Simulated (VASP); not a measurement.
# NbAl3N4 (Pm-3m) in VASP: further runs, part 2 of 2

VASP 6.6.1. The steps go on from the part before.

## (4) Single point, PBE

File INCAR:

```
SYSTEM = NbAl3N4
ALGO = Normal
EDIFF = 1E-6
ENCUT = 520
GGA = PE
ISIF = 2
ISMEAR = 0
LASPH = .TRUE.
LCHARG = .FALSE.
LREAL = .FALSE.
LWAVE = .FALSE.
NBANDS = 31
NELM = 100
PREC = Accurate
SIGMA = 0.1
```

File KPOINTS:

```
k-points
0
G
  4 4 4
  0 0 0
```

File POSCAR:

```
NbAl3N4
1.0
    4.2154750708      0.0000000000      0.0000000000
    0.0000000000      4.2154750708      0.0000000000
    0.0000000000      0.0000000000      4.2154750708
Al Nb N
3 1 4
Direct
    0.0000000000      0.5000000000      0.5000000000
    0.5000000000      0.0000000000      0.5000000000
    0.5000000000      0.5000000000      0.0000000000
    0.0000000000      0.0000000000      0.0000000000
    0.5000000000      0.0000000000      0.0000000000
    0.0000000000      0.5000000000      0.0000000000
    0.0000000000      0.0000000000      0.5000000000
    0.5000000000      0.5000000000      0.5000000000
```

The run is started by

```sh
$ cat potpaw_PBE.64/Al/POTCAR potpaw_PBE.64/Nb_sv/POTCAR potpaw_PBE.64/N/POTCAR > POTCAR
$ mpirun -np 1 vasp_std > vasp.out
```

Wall time 15 s (1 thread of Intel Xeon Platinum 8488C (Sapphire Rapids), shared host); peak memory 0.17 GiB.

It converged, with:

| Quantity | Value |
| --- | --- |
| Free energy | -61.7700 eV |
| Pressure | -0.4 GPa |
| Band gap on the k mesh | zero (band 21 reaches 14.58 eV, above the bottom of band 22 at 10.56 eV) |

Levels at points of the mesh, in eV from the Fermi level:
| k point | band 17 | band 18 | band 19 | band 20 | band 21 | band 22 | band 23 | band 24 |
| --- | --- | --- | --- | --- | --- | --- | --- | --- |
| (0.00, 0.00, 0.00) | -4.34 | -2.87 | -2.87 | -2.87 | -1.95 | -1.95 | -1.95 | 0.26 |
| (0.50, 0.00, 0.00) | -4.89 | -4.89 | -3.43 | -3.43 | -1.63 | 1.34 | 1.34 | 3.05 |
| (0.50, 0.50, 0.00) | -4.15 | -4.15 | -4.01 | -4.01 | 1.42 | 1.42 | 2.04 | 4.09 |
| (0.50, 0.50, 0.50) | -4.38 | -4.10 | -4.10 | -4.10 | 2.07 | 2.53 | 2.53 | 2.53 |

Caveat: the k points lie up to 0.37 Å⁻¹ apart.

## (5) Single point, PBE

This run uses another cell than the first one, of 14.44 Å³/atom, 1.542 times its volume.

File INCAR:

```
  PREC = Accurate
  ENCUT = 520
  EDIFF = 1E-6
  ISMEAR = 0
  SIGMA = 0.1
  LREAL = False
  LASPH = True
  NELM = 80
  ALGO = Normal
  ISIF = 2
  LWAVE = False
  LCHARG = False
  GGA = PE
  NBANDS = 31
```

File KPOINTS:

```
Automatic mesh
0
Gamma
  4 4 4
```

Edit POSCAR of step 4 so:

```diff
@@ -2,5 +2,5 @@
 1.0
-    4.2154750708      0.0000000000      0.0000000000
-    0.0000000000      4.2154750708      0.0000000000
-    0.0000000000      0.0000000000      4.2154750708
+    4.8707311500      0.0000000000      0.0000000000
+    0.0000000000      4.8707311500      0.0000000000
+    0.0000000000      0.0000000000      4.8707311500
 Al Nb N
```

The run is started by

```sh
$ cat potpaw_PBE.64/Al/POTCAR potpaw_PBE.64/Nb_sv/POTCAR potpaw_PBE.64/N/POTCAR > POTCAR
$ mpirun -np 1 vasp_std > vasp.out
```

It took 30 s on 1 thread of Intel Xeon Platinum 8488C (Sapphire Rapids), shared host; peak memory 0.21 GiB.

It converged, with:

| Quantity | Value |
| --- | --- |
| Free energy | -54.1354 eV |
| Pressure | -40.5 GPa |
| Band gap on the k mesh | zero (band 21 reaches 7.71 eV, above the bottom of band 22 at 5.42 eV) |

Levels at points of the mesh, in eV from the Fermi level:
| k point | band 17 | band 18 | band 19 | band 20 | band 21 | band 22 | band 23 | band 24 |
| --- | --- | --- | --- | --- | --- | --- | --- | --- |
| (0.00, 0.00, 0.00) | -2.75 | -1.86 | -1.72 | -1.72 | -1.72 | -1.17 | -1.17 | -0.83 |
| (0.50, 0.00, 0.00) | -2.78 | -2.78 | -2.28 | -2.28 | -0.74 | 0.69 | 0.69 | 1.13 |
| (0.50, 0.50, 0.00) | -2.94 | -2.26 | -2.11 | -2.11 | 0.71 | 0.71 | 0.76 | 1.57 |
| (0.50, 0.50, 0.50) | -2.34 | -2.21 | -2.21 | -2.21 | 1.12 | 1.12 | 1.12 | 1.55 |

## (6) Relaxation of cell and atoms, PBE

This run uses another cell than the first one, of 14.44 Å³/atom, 1.542 times its volume.

File INCAR:

```
ALGO = Normal ; EDIFF = 1E-6
EDIFFG = -0.04 ; ENCUT = 600
GGA = PE ; IBRION = 2
ISIF = 3 ; ISMEAR = 0
LASPH = T ; LCHARG = F
LREAL = F ; LWAVE = F
NELM = 100 ; NSW = 90
PREC = Accurate ; SIGMA = 0.1
```

File KPOINTS:

```
k-points
0
Gamma
  4 4 4
```

POSCAR is that of step 5.

Potentials or basis: VASP PAW PBE potentials, release 64 (Al, Nb_sv, N).

The run is started by

```sh
$ cat potpaw_PBE.64/Al/POTCAR potpaw_PBE.64/Nb_sv/POTCAR potpaw_PBE.64/N/POTCAR > POTCAR
$ mpirun -np 1 vasp_std > vasp.out
```

OUTCAR:

```text
EDIFF = 1E-6
   EDIFFG = -0.04
   ENCUT = 600
   GGA = PE
   IBRION = 2
   ISIF = 3
   ISMEAR = 0
   LASPH = T
   LREAL = F
   NELM = 100
   NSW = 90
   PREC = Accurate

 ion  position               nearest neighbor table
   1  0.000  0.500  0.500-   6 2.44   7 2.44   8 2.44   6 2.44   7 2.44   8 2.44
   2  0.500  0.000  0.500-   5 2.44   7 2.44   8 2.44   5 2.44   8 2.44   7 2.44
   3  0.500  0.500  0.000-   5 2.44   6 2.44   8 2.44   8 2.44   5 2.44   6 2.44
   4  0.000  0.000  0.000-
   5  0.500  0.000  0.000-   2 2.44   3 2.44   2 2.44   3 2.44
   6  0.000  0.500  0.000-   1 2.44   3 2.44   1 2.44   3 2.44
   7  0.000  0.000  0.500-   1 2.44   2 2.44   1 2.44   2 2.44
   8  0.500  0.500  0.500-   1 2.44   2 2.44   3 2.44   3 2.44   2 2.44   1 2.44

  LATTYP: Found a simple cubic cell.
 ALAT       =     4.8707311500

  Lattice vectors:

 A1 = (   4.8707311500,   0.0000000000,   0.0000000000)
 A2 = (   0.0000000000,   4.8707311500,   0.0000000000)
 A3 = (   0.0000000000,   0.0000000000,   4.8707311500)

Analysis of symmetry for initial positions (statically):
=====================================================================
 Subroutine PRICEL returns:
 Original cell was already a primitive cell.

 Routine SETGRP: Setting up the symmetry group for a
 simple cubic supercell.

 Subroutine GETGRP returns: Found 48 space group operations
 (whereof 48 operations were pure point group operations)
 out of a pool of 48 trial point group operations.

The static configuration has the point symmetry O_h .

Analysis of symmetry for dynamics (positions and initial velocities):
=====================================================================
 Subroutine PRICEL returns:
 Original cell was already a primitive cell.

 Routine SETGRP: Setting up the symmetry group for a
 simple cubic supercell.

 Subroutine GETGRP returns: Found 48 space group operations
 (whereof 48 operations were pure point group operations)
 out of a pool of 48 trial point group operations.

The dynamic configuration has the point symmetry O_h .

 Subroutine INISYM returns: Found 48 space group operations
 (whereof 48 operations are pure point group operations),
 and found     1 'primitive' translations

----------------------------------------------------------------------------------------

                                     Primitive cell

  volume of cell :     115.5533

  direct lattice vectors                    reciprocal lattice vectors
     4.870731150  0.000000000  0.000000000     0.205307985  0.000000000  0.000000000
     0.000000000  4.870731150  0.000000000     0.000000000  0.205307985  0.000000000
     0.000000000  0.000000000  4.870731150     0.000000000  0.000000000  0.205307985

  length of vectors
     4.870731150  4.870731150  4.870731150     0.205307985  0.205307985  0.205307985

  position of ions in fractional coordinates (direct lattice)
     0.000000000  0.500000000  0.500000000
     0.500000000  0.000000000  0.500000000
     0.500000000  0.500000000  0.000000000
     0.000000000  0.000000000  0.000000000
     0.500000000  0.000000000  0.000000000
     0.000000000  0.500000000  0.000000000
     0.000000000  0.000000000  0.500000000
     0.500000000  0.500000000  0.500000000

  ion indices of the primitive-cell ions
   primitive index   ion index
                 1           1
                 2           2
                 3           3
                 4           4
                 5           5
                 6           6
                 7           7
                 8           8

----------------------------------------------------------------------------------------

 KPOINTS: k-points

Automatic generation of k-mesh.
 Grid dimensions read from file:
 generate k-points for:    4    4    4

 Generating k-lattice:

  Cartesian coordinates                     Fractional coordinates (reciprocal lattice)
     0.051326996  0.000000000  0.000000000     0.250000000  0.000000000  0.000000000
     0.000000000  0.051326996  0.000000000     0.000000000  0.250000000  0.000000000
     0.000000000  0.000000000  0.051326996     0.000000000  0.000000000  0.250000000

  Length of vectors
     0.051326996  0.051326996  0.051326996

  Shift w.r.t. Gamma in fractional coordinates (k-lattice)
     0.000000000  0.000000000  0.000000000

 Subroutine IBZKPT returns following result:
 ===========================================

 Found     10 irreducible k-points:

 Following reciprocal coordinates:
            Coordinates               Weight
  0.000000  0.000000  0.000000      1.000000
  0.250000  0.000000  0.000000      6.000000
  0.500000  0.000000  0.000000      3.000000
  0.250000  0.250000  0.000000     12.000000
  0.500000  0.250000  0.000000     12.000000
  0.500000  0.500000  0.000000      3.000000
  0.250000  0.250000  0.250000      8.000000
  0.500000  0.250000  0.250000     12.000000
  0.500000  0.500000  0.250000      6.000000
  0.500000  0.500000  0.500000      1.000000
   k-points           NKPTS =     10   k-points in BZ     NKDIM =     10   number of bands    NBANDS=     26
   number of dos      NEDOS =    301   number of ions     NIONS =      8
   total plane-waves  NPLWV =  64000
   dimension x,y,z NGX =    40 NGY =   40 NGZ =   40
   dimension x,y,z NGXF=    80 NGYF=   80 NGZF=   80
   ions per type =               3   1   4
   NGX,Y,Z   is equivalent  to a cutoff of  13.65, 13.65, 13.65 a.u.
   NGXF,Y,Z  is equivalent  to a cutoff of  27.31, 27.31, 27.31 a.u.
 SYSTEM =  unknown system
   PREC   = accura    normal or accurate (medium, high low for compatibility)
   ISTART =      0    job   : 0-new  1-cont  2-samecut
   ICHARG =      2    charge: 1-file 2-atom 10-const
   ISPIN  =      1    spin polarized calculation?
   LNONCOLLINEAR =      F non collinear calculations
   LSORBIT =      F    spin-orbit coupling
   LASPH  =      T    aspherical Exc in radial PAW
   ENCUT  =  600.0 eV  44.10 Ry    6.64 a.u.   9.73  9.73  9.73*2*pi/ulx,y,z
   NELM   =    100;   NELMIN=  2; NELMDL= -5     # of ELM steps
   EDIFF  = 0.1E-05   stopping-criterion for ELM
   LREAL  =      F    real-space projection
   EDIFFG = -.4E-01   stopping-criterion for IOM
   NSW    =     90    number of steps for IOM
   IBRION =      2    ionic relax: 0-MD 1-quasi-New 2-CG
   NFREE  =      1    steps in history (QN), initial steepest desc. (CG)
   ISIF   =      3    stress and relaxation
   ISYM   =      2    0-nonsym 1-usesym 2-fastsym
   POTIM  = 0.5000    time-step for ionic-motion
   TEBEG  =    0.0;   TEEND  =   0.0 temperature during run
   PSTRESS=    0.0 pullay stress
   NELECT =      42.0000    total number of electrons
   NUPDOWN=      -1.0000    fix difference up-down
   EMIN   =  10.00;   EMAX   =-10.00  energy-range for DOS
   EFERMI =   0.00;   METHOD = LEGACY
   ISMEAR =     0;   SIGMA  =   0.10  broadening in eV -4-tet -1-fermi 0-gaus
   EFERMI_NEDOS =   21; number of points for ismear=-14 and -15
   IALGO  =     38    algorithm
   IMIX   =      4    mixing-type and parameters
     AMIX     =   0.40;   BMIX     =  1.00
     AMIX_MAG =   1.60;   BMIX_MAG =  1.00
  volume/ion in A,a.u.               =      14.44        97.47
  Fermi-wavevector in a.u.,A,eV,Ry     =   1.168325  2.207815 18.571734  1.364984
  Thomas-Fermi vector in A             =   2.304813
   LORBIT       =      0    0 simple, 1 ext, 2 COOP (PROOUT), +10 PAW based schemes
   GGA     = PE    functional components
   LHFCALC =     F    Hartree Fock is set to
   AEXX    =    0.0000 exact exchange contribution
   IVDW    =     0    specifies the selected vdW correction
   LEPSILON=     F    determine dielectric tensor
   LRPA    =     F    only Hartree local field effects (RPA)
 conjugate gradient relaxation of ions
 non-spin polarized calculation
 Gauss-broadening in eV      SIGMA  =   0.10
  energy-cutoff  :      600.00
  volume of cell :      115.55
 maximum number of plane-waves:      3900
 NGX is ok and might be reduce to    40
   NGX = 19   NGY = 19   NGZ = 19

--------------------------------------- Ionic step        1  -------------------------------------------

 number of electron      41.9999994 magnetization

 Free energy of the ion-electron system (eV)
  ---------------------------------------------------
  ext. energy  EPLUGINS =         0.00000000
  ---------------------------------------------------
  free energy    TOTEN  =       -54.14176339 eV

  energy without entropy =      -54.07978397  energy(sigma->0) =      -54.11077368

 E-fermi :   6.5882     XC(G=0): -10.3794

 val. band max:        6.5750110453   @ k =   0.2500   0.0000   0.0000
 cond. band min:       6.6036049540   @ k =   0.2500   0.2500   0.2500
 fundamental gap:      0.0285939086
 Fermi energy:         6.5882208930

 k-point     1 :       0.0000    0.0000    0.0000
  band No.  band energies     occupation
      1     -49.9788      2.00000
      2     -25.9315      2.00000
      3     -25.9315      2.00000
      4     -25.9315      2.00000
      5      -8.6449      2.00000
      6      -7.3192      2.00000
[... 402 lines left out ...]
  energy  without entropy=      -61.8111769375  energy(sigma->0) =      -61.81947416

--------------------------------------- Ionic step        4  -------------------------------------------

 number of electron      42.0000002 magnetization

 Free energy of the ion-electron system (eV)
  ---------------------------------------------------
  ext. energy  EPLUGINS =         0.00000000
  ---------------------------------------------------
  free energy    TOTEN  =       -61.82999187 eV

  energy without entropy =      -61.81454404  energy(sigma->0) =      -61.82226795

 E-fermi :  12.5661     XC(G=0): -12.3477

 val. band max:       12.4582821534   @ k =   0.5000   0.2500   0.0000
 cond. band min:      12.5795849914   @ k =   0.2500   0.2500   0.0000
 fundamental gap:      0.1213028380
 Fermi energy:        12.5660969355

 k-point     1 :       0.0000    0.0000    0.0000
  band No.  band energies     occupation
      1     -43.1128      2.00000
      2     -19.4149      2.00000
      3     -19.4149      2.00000
      4     -19.4149      2.00000
      5      -6.6832      2.00000
      6      -4.0834      2.00000
[... 314 lines left out ...]
  FREE ENERGIE OF THE ION-ELECTRON SYSTEM (eV)
  ---------------------------------------------------
  free  energy   TOTEN  =       -61.8299918712 eV

  energy  without entropy=      -61.8145440354  energy(sigma->0) =      -61.82226795

 reached required accuracy - stopping structural energy minimisation
```

Wall time 1.9 min (1 thread of Intel Xeon Platinum 8488C (Sapphire Rapids), shared host); peak memory 0.26 GiB.

What came out:

```
Free energy                            : -61.8300 eV
Relaxed volume                         : 9.33 Å³/atom
Relaxed cell                           : a = 4.210 Å, b = 4.210 Å, c = 4.210 Å, α = 90.00°, β = 90.00°, γ = 90.00°
Space group after relaxing (to 0.05 Å) : Pm-3m (No. 221)
Energy gained by relaxing              : 961.0 meV/atom
Ionic steps                            : 4
Pressure after relaxing                : 0.6 GPa
Band gap on the k mesh                 : zero (band 21 reaches 14.65 eV, above the bottom of band 22 at 10.60 eV)
```

Step by step:
| step | energy change (eV) | largest force (eV/Å) | pressure (GPa) | volume (Å³) |
| --- | --- | --- | --- | --- |
| 1 | 0.0000 | 0.0000 | -40.61 | 115.55 |
| 2 | -6.2381 | 0.0000 | 51.31 | 64.50 |
| 3 | -7.6860 | 0.0000 | -1.66 | 75.31 |
| 4 | -7.6882 | 0.0000 | 0.65 | 74.62 |

Final structure:
```
Al Nb N
1.0
     4.20996    0.00000    0.00000
     0.00000    4.20996    0.00000
     0.00000    0.00000    4.20996
Al Nb N
3 1 4
Direct
  0.00000 0.50000 0.50000
  0.50000 0.00000 0.50000
  0.50000 0.50000 0.00000
  0.00000 0.00000 0.00000
  0.50000 0.00000 0.00000
  0.00000 0.50000 0.00000
  0.00000 0.00000 0.50000
  0.50000 0.50000 0.50000
```

Caveat: the volume moved by over 15 % at a fixed basis, so the end points are rough.

## (7) The runs side by side

```tsv
task	cell	k mesh	cutoff (eV)	gap on the mesh (eV)	pressure (GPa)
single point	a = 4.216 Å, 8 atoms	10 × 10 × 10	520	none	-0.3
relaxation of cell and atoms	relaxed from a = 4.215 Å, 8 atoms	10 × 10 × 10	600	none	0.0
single point	a = 4.215 Å, 8 atoms	4 × 4 × 4	520	none	-0.4
single point	a = 4.871 Å, 8 atoms	4 × 4 × 4	520	none	-40.5
relaxation of cell and atoms	relaxed from a = 4.871 Å, 8 atoms	4 × 4 × 4	600	none	0.6
```

Alike in all rows: level PBE; potentials or basis VASP PAW PBE potentials, release 64 (Al, Nb_sv, N); no spin polarisation; smearing gaussian 0.1 eV.

Caveats: some runs use coarse meshes; the volume moved by over 15 % at a fixed basis, so the end points are rough (some runs).

Total energies depend on the potentials used, so only differences within one code and one set of settings carry meaning.
